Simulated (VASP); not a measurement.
# WS2 (fluorite type) (Fm-3m) in VASP: electric field gradients with PBE

Aim: the electric field gradients of WS2 (fluorite type) with PBE.

All numbers are computed with VASP 6.6.1; they aren't measurements. Logs are shortened: lines on timing, memory, paths and dates and some standing lists are left out, and cuts for length are marked.

## (1) The cell of the first run

It takes space group Fm-3m (No. 225, cubic). Conventional cell: a = 5.874 Å, b = 5.874 Å, c = 5.874 Å, α = 90.00°, β = 90.00°, γ = 90.00°. Within 3.4 Å of W (site symmetry m-3m) lie 8 S at 2.54 Å. S (site symmetry -43m) has 4 W at 2.54 Å and 6 S at 2.94 Å within 3.4 Å.

## (2) Electric field gradients, PBE

INCAR

```
ALGO = Normal
EDIFF = 1E-8
ENCUT = 520
GGA = PE
ISIF = 2
ISMEAR = -1
LASPH = True
LCHARG = False
LEFG = True
LREAL = False
LWAVE = False
NBANDS = 20
NELM = 60
PREC = Accurate
SIGMA = 0.08
```

KPOINTS

```
k-points
0
Gamma
  11 11 11
```

POSCAR

```
WS2
1.0
    0.0000000000      2.9371894840      2.9371894840
    2.9371894840      0.0000000000      2.9371894840
    2.9371894840      2.9371894840      0.0000000000
W S
1 2
Direct
    0.0000000000      0.0000000000      0.0000000000
    0.2500000000      0.2500000000      0.2500000000
    0.7500000000      0.7500000000      0.7500000000
```

Potentials or basis: VASP PAW PBE potentials, release 64 (W_sv, S).

On the command line:

```console
> cat potpaw_PBE.64/W_sv/POTCAR potpaw_PBE.64/S/POTCAR > POTCAR
> mpirun -np 1 vasp_std > vasp.out
```

OUTCAR:

```text
EDIFF = 1E-8
   ENCUT = 520
   GGA = PE
   ISIF = 2
   ISMEAR = -1
   LASPH = True
   LREAL = False
   NELM = 60
   PREC = Accurate

 ion  position               nearest neighbor table
   1  0.000  0.000  0.000-   3 2.54   3 2.54   2 2.54   2 2.54   3 2.54   2 2.54   3 2.54   2 2.54

   2  0.250  0.250  0.250-   1 2.54   1 2.54   1 2.54   1 2.54
   3  0.750  0.750  0.750-   1 2.54   1 2.54   1 2.54   1 2.54

  LATTYP: Found a face centered cubic cell.
 ALAT       =     5.8743789680

  Lattice vectors:

 A1 = (   0.0000000000,   2.9371894840,   2.9371894840)
 A2 = (   2.9371894840,   0.0000000000,   2.9371894840)
 A3 = (   2.9371894840,   2.9371894840,   0.0000000000)

Analysis of symmetry for initial positions (statically):
=====================================================================
 Subroutine PRICEL returns:
 Original cell was already a primitive cell.

 Routine SETGRP: Setting up the symmetry group for a
 face centered cubic supercell.

 Subroutine GETGRP returns: Found 48 space group operations
 (whereof 48 operations were pure point group operations)
 out of a pool of 48 trial point group operations.

The static configuration has the point symmetry O_h .

Analysis of symmetry for dynamics (positions and initial velocities):
=====================================================================
 Subroutine PRICEL returns:
 Original cell was already a primitive cell.

 Routine SETGRP: Setting up the symmetry group for a
 face centered cubic supercell.

 Subroutine GETGRP returns: Found 48 space group operations
 (whereof 48 operations were pure point group operations)
 out of a pool of 48 trial point group operations.

The dynamic configuration has the point symmetry O_h .

 Subroutine INISYM returns: Found 48 space group operations
 (whereof 48 operations are pure point group operations),
 and found     1 'primitive' translations

----------------------------------------------------------------------------------------

                                     Primitive cell

  volume of cell :      50.6787

  direct lattice vectors                    reciprocal lattice vectors
     0.000000000  2.937189484  2.937189484    -0.170230761  0.170230761  0.170230761
[... 129 lines left out ...]
  ext. energy  EPLUGINS =         0.00000000
  ---------------------------------------------------
  free energy    TOTEN  =       -21.14276643 eV

  energy without entropy =      -21.06214603  energy(sigma->0) =      -21.10245623

 E-fermi :   8.2110     XC(G=0): -11.3533

 val. band max:        8.1804714088   @ k =   0.3636   0.3636   0.0000
 cond. band min:       8.2209520352   @ k =   0.1818   0.1818   0.0000
 fundamental gap:      0.0404806264
 Fermi energy:         8.2109821135

 k-point     1 :       0.0000    0.0000    0.0000
  band No.  band energies     occupation
      1     -66.1356      2.00000
      2     -30.3232      2.00000
      3     -30.3232      2.00000
      4     -30.3232      2.00000
      5      -7.6333      2.00000
      6      -2.8242      2.00000
[... 541 lines left out ...]
     19      14.8310      0.00000
     20      16.3324      0.00000

 [... further k-points ...]

------------------------ aborting loop because EDIFF is reached ----------------------------------------

  FORCE on cell =-STRESS in cart. coord.  units (eV):
  Direction    XX          YY          ZZ          XY          YZ          ZX
  --------------------------------------------------------------------------------------
  -------------------------------------------------------------------------------------
  Total        0.0295969      0.0295969      0.0295969      0.0000000      0.0000000     -0.0000000
  in kB        0.9356887      0.9356887      0.9356887      0.0000000      0.0000000     -0.0000000
  external PRESSURE =       0.9356887 kB  Pullay stress =       0.0000000 kB

 VOLUME and BASIS-vectors are now :
 -----------------------------------------------------------------------------
  energy-cutoff  :      520.00
  volume of cell :       50.68
      direct lattice vectors                 reciprocal lattice vectors
     0.000000000  2.937189484  2.937189484    -0.170230761  0.170230761  0.170230761
     2.937189484  0.000000000  2.937189484     0.170230761 -0.170230761  0.170230761
     2.937189484  2.937189484  0.000000000     0.170230761  0.170230761 -0.170230761

 POSITION                                       TOTAL-FORCE (eV/Angst)
 -----------------------------------------------------------------------------------
      0.00000      0.00000      0.00000        -0.000000     -0.000000     -0.000000
      1.46859      1.46859      1.46859         0.000000      0.000000      0.000000
      4.40578      4.40578      4.40578        -0.000000     -0.000000     -0.000000
 -----------------------------------------------------------------------------------
    total drift:                                0.000000     -0.000000      0.000000

  FREE ENERGIE OF THE ION-ELECTRON SYSTEM (eV)
  ---------------------------------------------------
  free  energy   TOTEN  =       -21.1427664289 eV

  energy  without entropy=      -21.0621460278  energy(sigma->0) =      -21.10245623

 Electric field gradients (V/A^2)
---------------------------------------------------------------------
 ion       V_xx      V_yy      V_zz      V_xy      V_xz      V_yz
---------------------------------------------------------------------
   1      -0.000    -0.000     0.000     0.000     0.000     0.000
   2       0.000    -0.000    -0.000    -0.000    -0.000    -0.000
   3       0.000    -0.000    -0.000    -0.000    -0.000    -0.000
---------------------------------------------------------------------

 Electric field gradients after diagonalization (V/A^2)
 (convention: |V_zz| > |V_xx| > |V_yy|)
----------------------------------------------------------------------
 ion       V_xx      V_yy      V_zz     asymmetry (V_yy - V_xx)/ V_zz
----------------------------------------------------------------------
   1      -0.000    -0.000     0.000       0.000
   2       0.000     0.000    -0.001       0.000
   3       0.000     0.000    -0.001       0.000
----------------------------------------------------------------------

           NMR quadrupolar parameters

 Cq : quadrupolar parameter    Cq=e*Q*V_zz/h
 eta: asymmetry parameters     (V_yy - V_xx)/ V_zz
 Q  : nuclear electric quadrupole moment in mb (millibarn)
----------------------------------------------------------------------
 ion       Cq(MHz)       eta       Q (mb)
----------------------------------------------------------------------
   1       0.000       0.000       1.000
   2      -0.000       0.000       1.000
   3      -0.000       0.000       1.000
----------------------------------------------------------------------
```

stdout:

```text
POSCAR found type information on POSCAR W S
 POSCAR found :  2 types and       3 ions
 scaLAPACK will be used
 LDA part: xc-table for (Slater+PW92), standard interpolation
 POSCAR, INCAR and KPOINTS ok, starting setup
 FFT: planning ... GRIDC
 FFT: planning ... GRID_SOFT
 FFT: planning ... GRID
 WAVECAR not read
 entering main loop
ion   1

ion   2

ion   3
```

Run time: 94 s. Hardware: 1 thread of Intel Xeon 8259CL, shared host; peak memory 0.21 GiB.

What came out:

```
Free energy                             : -21.1428 eV
Pressure                                : 0.1 GPa
Band gap on the k mesh                  : zero (bands 13 and 14 overlap by 1.14 eV)
Largest electric field gradient by atom : zero within the noise of the run
```

Caveat: spin-orbit coupling is left out, which moves the levels of the heavy elements.
